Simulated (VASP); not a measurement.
# BiAu in VASP: notebook, part 2 of 2

VASP 6.6.1.

### 3 Single point, PBE

This run uses another cell than the first one, of 23.03 Å³/atom, 0.879 times its volume.

Input file INCAR:

```
PREC     = Accurate       # precision mode
ENCUT    = 520            # plane-wave cutoff, eV
EDIFF    = 1E-6           # SCF threshold, eV
ISMEAR   = 0              # smearing method
SIGMA    = 0.05           # smearing width, eV
LREAL    = F              # projectors in reciprocal space
LASPH    = T              # aspherical terms in the spheres
NELM     = 80             # most SCF steps
ALGO     = Fast           # electronic algorithm
ISIF     = 2              # what is computed and relaxed
LWAVE    = F              # write WAVECAR
LCHARG   = F              # write CHGCAR
GGA      = PE             # functional
NBANDS   = 20             # bands
```

Input file KPOINTS:

```
Automatic mesh
0
Gamma
  10 10 10
```

Input file POSCAR:

```
BiAu
1.0
    0.0000000000      2.8451029066      2.8451029066
    2.8451029066      0.0000000000      2.8451029066
    2.8451029066      2.8451029066      0.0000000000
Au Bi
1 1
Direct
    0.5000000000      0.5000000000      0.5000000000
    0.0000000000      0.0000000000      0.0000000000
```

Potentials or basis: VASP PAW PBE potentials, release 64 (Au, Bi_d).

On the command line:

```
$ cat potpaw_PBE.64/Au/POTCAR potpaw_PBE.64/Bi_d/POTCAR > POTCAR
$ mpirun -np 1 vasp_std > vasp.out
```

It took 35 s on 1 thread of Intel Xeon Platinum 8375C at 2.90GHz (Ice Lake), shared host; peak memory 0.19 GiB.

Results (log left out):

```
Free energy            : -6.9120 eV
Pressure               : 12.8 GPa
Band gap on the k mesh : zero (band 13 reaches 12.50 eV, above the bottom of band 14 at 6.70 eV)
```

Levels at points of the mesh, in eV from the Fermi level:
```csv
k point,band 10,band 11,band 12,band 13,band 14,band 15,band 16,band 17
"(0.00, 0.00, 0.00)",-4.79,-4.79,1.10,1.10,1.10,1.73,7.12,9.02
"(0.50, 0.00, 0.00)",-4.52,-4.52,-4.00,3.34,3.42,3.42,5.19,5.19
"(0.50, 0.50, 0.00)",-4.30,-4.30,-3.38,-1.70,-1.70,-1.15,6.16,12.06
```

Caveat: spin-orbit coupling is left out, which moves the levels of the heavy elements.

### 4 Single point, PBE (volume scaled by 0.945)

Input file INCAR:

```
ALGO     = Fast           # electronic algorithm
EDIFF    = 1E-6           # SCF threshold, eV
ENCUT    = 520            # plane-wave cutoff, eV
GGA      = PE             # functional
ISIF     = 2              # what is computed and relaxed
ISMEAR   = 0              # smearing method
LASPH    = True           # aspherical terms in the spheres
LCHARG   = False          # write CHGCAR
LREAL    = False          # projectors in reciprocal space
LWAVE    = False          # write WAVECAR
NBANDS   = 20             # bands
NELM     = 100            # most SCF steps
PREC     = Accurate       # precision mode
SIGMA    = 0.05           # smearing width, eV
```

Input file KPOINTS:

```
k-points
0
Gamma
  10 10 10
```

Input file POSCAR:

```
BiAu
1.0
    0.0000000000      2.9142681634      2.9142681634
    2.9142681634      0.0000000000      2.9142681634
    2.9142681634      2.9142681634      0.0000000000
Au Bi
1 1
Direct
    0.5000000000      0.5000000000      0.5000000000
    0.0000000000      0.0000000000      0.0000000000
```

Potentials or basis: VASP PAW PBE potentials, release 64 (Au, Bi_d).

On the command line:

```
$ cat potpaw_PBE.64/Au/POTCAR potpaw_PBE.64/Bi_d/POTCAR > POTCAR
$ mpirun -np 1 vasp_std > vasp.out
```

OUTCAR:

```text
EDIFF = 1E-6
   ENCUT = 520
   GGA = PE
   ISIF = 2
   ISMEAR = 0
   LASPH = True
   LREAL = False
   NELM = 100
   PREC = Accurate

 ion  position               nearest neighbor table
   1  0.500  0.500  0.500-   2 2.91   2 2.91   2 2.91   2 2.91   2 2.91   2 2.91
   2  0.000  0.000  0.000-   1 2.91   1 2.91   1 2.91   1 2.91   1 2.91   1 2.91

  LATTYP: Found a face centered cubic cell.
 ALAT       =     5.8285363268

  Lattice vectors:

 A1 = (   0.0000000000,   2.9142681634,   2.9142681634)
 A2 = (   2.9142681634,   0.0000000000,   2.9142681634)
[... 190 lines left out ...]
      5     -14.8555      2.00000
      6      -4.6928      2.00000
[... 541 lines left out ...]
     19      19.8664      0.00000
     20      21.0654      0.00000

 [... further k-points ...]
[... 5 lines left out ...]
  --------------------------------------------------------------------------------------
  -------------------------------------------------------------------------------------
  Total        1.4500292      1.4500292      1.4500292      0.0000000      0.0000000      0.0000000
  in kB       46.9319716     46.9319716     46.9319716      0.0000000      0.0000000      0.0000000
  external PRESSURE =      46.9319716 kB  Pullay stress =       0.0000000 kB

 VOLUME and BASIS-vectors are now :
 -----------------------------------------------------------------------------
  energy-cutoff  :      520.00
  volume of cell :       49.50
      direct lattice vectors                 reciprocal lattice vectors
     0.000000000  2.914268163  2.914268163    -0.171569661  0.171569661  0.171569661
     2.914268163  0.000000000  2.914268163     0.171569661 -0.171569661  0.171569661
     2.914268163  2.914268163  0.000000000     0.171569661  0.171569661 -0.171569661

 POSITION                                       TOTAL-FORCE (eV/Angst)
 -----------------------------------------------------------------------------------
      2.91427      2.91427      2.91427         0.000000     -0.000000      0.000000
      0.00000      0.00000      0.00000        -0.000000      0.000000     -0.000000
 -----------------------------------------------------------------------------------
    total drift:                                0.000000     -0.000000     -0.000000

  FREE ENERGIE OF THE ION-ELECTRON SYSTEM (eV)
  ---------------------------------------------------
  free  energy   TOTEN  =        -7.0962022310 eV

  energy  without entropy=       -7.0950722068  energy(sigma->0) =       -7.09563722
```

OSZICAR:

```text
N       E                     dE             d eps       ncg     rms          rms(c)
DAV:   1     0.222274547159E+03    0.22227E+03   -0.13302E+04  1900   0.150E+03
DAV:   2     0.698702149716E+01   -0.21529E+03   -0.20755E+03  1940   0.394E+02
DAV:   3    -0.709510423270E+01   -0.14082E+02   -0.13953E+02  2228   0.102E+02
DAV:   4    -0.744188735627E+01   -0.34678E+00   -0.34658E+00  2136   0.160E+01
DAV:   5    -0.745603349960E+01   -0.14146E-01   -0.14146E-01  2544   0.320E+00    0.517E+00
RMM:   6    -0.711895564879E+01    0.33708E+00   -0.10592E+00  2022   0.553E+00    0.347E+00
RMM:   7    -0.710024696412E+01    0.18709E-01   -0.42326E-02  2535   0.217E+00    0.205E+00
RMM:   8    -0.709628386895E+01    0.39631E-02   -0.21286E-02  2230   0.122E+00    0.136E-01
RMM:   9    -0.709618570240E+01    0.98167E-04   -0.55294E-03  2566   0.816E-01    0.131E-01
RMM:  10    -0.709617522647E+01    0.10476E-04   -0.15014E-03  2760   0.339E-01    0.502E-02
RMM:  11    -0.709620729396E+01   -0.32067E-04   -0.37617E-04  2931   0.162E-01    0.284E-02
RMM:  12    -0.709620035836E+01    0.69356E-05   -0.57983E-05  2424   0.738E-02    0.718E-03
RMM:  13    -0.709620211455E+01   -0.17562E-05   -0.24101E-05  3076   0.421E-02    0.240E-03
RMM:  14    -0.709620223097E+01   -0.11642E-06   -0.19240E-06  1433   0.115E-02
   1 F= -.70962022E+01 E0= -.70956372E+01  d E =-.113002E-02
```

It took 28 s on 1 thread of Intel Xeon Platinum 8375C at 2.90GHz (Ice Lake), shared host; peak memory 0.21 GiB.

What came out:

```yaml
Free_energy: -7.0962 eV
Pressure: 4.7 GPa
Band_gap_on_the_k_mesh: zero (band 13 reaches 11.21 eV, above the bottom of band 14 at 5.89 eV)
```

Caveat: the cell differs from its parent crystal (volume scaled by 0.945); spin-orbit coupling is left out, which moves the levels of the heavy elements.

### 5 Single point, PBE

This run uses another cell than the first one, of 25.02 Å³/atom, 0.955 times its volume.

Input file INCAR:

```
ALGO = Fast ; EDIFF = 1E-6
ENCUT = 520 ; GGA = PE
ISIF = 2 ; ISMEAR = 0
LASPH = True ; LCHARG = False
LREAL = False ; LWAVE = False
NBANDS = 20 ; NELM = 80
PREC = Accurate ; SIGMA = 0.05
```

KPOINTS is that of step 4.

Input file POSCAR:

```
BiAu
1.0
    0.0000000000      2.9248388919      2.9248388919
    2.9248388919      0.0000000000      2.9248388919
    2.9248388919      2.9248388919      0.0000000000
Au Bi
1 1
Direct
    0.5000000000      0.5000000000      0.5000000000
    0.0000000000      0.0000000000      0.0000000000
```

Potentials or basis: VASP PAW PBE potentials, release 64 (Au, Bi_d).

On the command line:

```
$ cat potpaw_PBE.64/Au/POTCAR potpaw_PBE.64/Bi_d/POTCAR > POTCAR
$ mpirun -np 1 vasp_std > vasp.out
```

OUTCAR:

```text
EDIFF = 1E-6
   ENCUT = 520
   GGA = PE
   ISIF = 2
   ISMEAR = 0
   LASPH = True
   LREAL = False
   NELM = 80
   PREC = Accurate

 ion  position               nearest neighbor table
   1  0.500  0.500  0.500-   2 2.92   2 2.92   2 2.92   2 2.92   2 2.92   2 2.92
   2  0.000  0.000  0.000-   1 2.92   1 2.92   1 2.92   1 2.92   1 2.92   1 2.92

  LATTYP: Found a face centered cubic cell.
 ALAT       =     5.8496777838

  Lattice vectors:

 A1 = (   0.0000000000,   2.9248388919,   2.9248388919)
 A2 = (   2.9248388919,   0.0000000000,   2.9248388919)
[... 190 lines left out ...]
      5     -14.9954      2.00000
      6      -4.7650      2.00000
[... 541 lines left out ...]
     19      19.6050      0.00000
     20      21.1997      0.00000

 [... further k-points ...]
[... 5 lines left out ...]
  --------------------------------------------------------------------------------------
  -------------------------------------------------------------------------------------
  Total        1.1509916      1.1509916      1.1509916     -0.0000000      0.0000000     -0.0000000
  in kB       36.8507974     36.8507974     36.8507974     -0.0000000      0.0000000     -0.0000000
  external PRESSURE =      36.8507974 kB  Pullay stress =       0.0000000 kB

 VOLUME and BASIS-vectors are now :
 -----------------------------------------------------------------------------
  energy-cutoff  :      520.00
  volume of cell :       50.04
      direct lattice vectors                 reciprocal lattice vectors
     0.000000000  2.924838892  2.924838892    -0.170949587  0.170949587  0.170949587
     2.924838892  0.000000000  2.924838892     0.170949587 -0.170949587  0.170949587
     2.924838892  2.924838892  0.000000000     0.170949587  0.170949587 -0.170949587

 POSITION                                       TOTAL-FORCE (eV/Angst)
 -----------------------------------------------------------------------------------
      2.92484      2.92484      2.92484         0.000000     -0.000000     -0.000000
      0.00000      0.00000      0.00000        -0.000000      0.000000      0.000000
 -----------------------------------------------------------------------------------
    total drift:                                0.000000     -0.000000     -0.000000

  FREE ENERGIE OF THE ION-ELECTRON SYSTEM (eV)
  ---------------------------------------------------
  free  energy   TOTEN  =        -7.1105648907 eV

  energy  without entropy=       -7.1094296403  energy(sigma->0) =       -7.10999727
```

It took 28 s on 1 thread of Intel Xeon Platinum 8375C at 2.90GHz (Ice Lake), shared host; peak memory 0.2 GiB.

Results:

| Item | Value |
| --- | --- |
| Free energy | -7.1106 eV |
| Pressure | 3.7 GPa |
| Band gap on the k mesh | zero (band 13 reaches 11.01 eV, above the bottom of band 14 at 5.77 eV) |

Caveat: spin-orbit coupling is left out, which moves the levels of the heavy elements.

### 6 The runs side by side

```csv
cell,gap on the mesh (eV),pressure (GPa)
"a = 4.200 Å, angles 60.0°, 2 atoms",none,0.3
"a = 4.024 Å, angles 60.0°, 2 atoms",none,12.8
"a = 4.121 Å, angles 60.0°, 2 atoms",none,4.7
"a = 4.136 Å, angles 60.0°, 2 atoms",none,3.7
```

Alike in all rows: task single point; level PBE; potentials or basis VASP PAW PBE potentials, release 64 (Au, Bi_d); no spin polarisation; k mesh 10 × 10 × 10; cutoff (eV) 520; smearing gaussian 0.05 eV.

Caveats: spin-orbit coupling is left out, which moves the levels of the heavy elements.

Absolute energies hang on the potentials; compare differences alone.
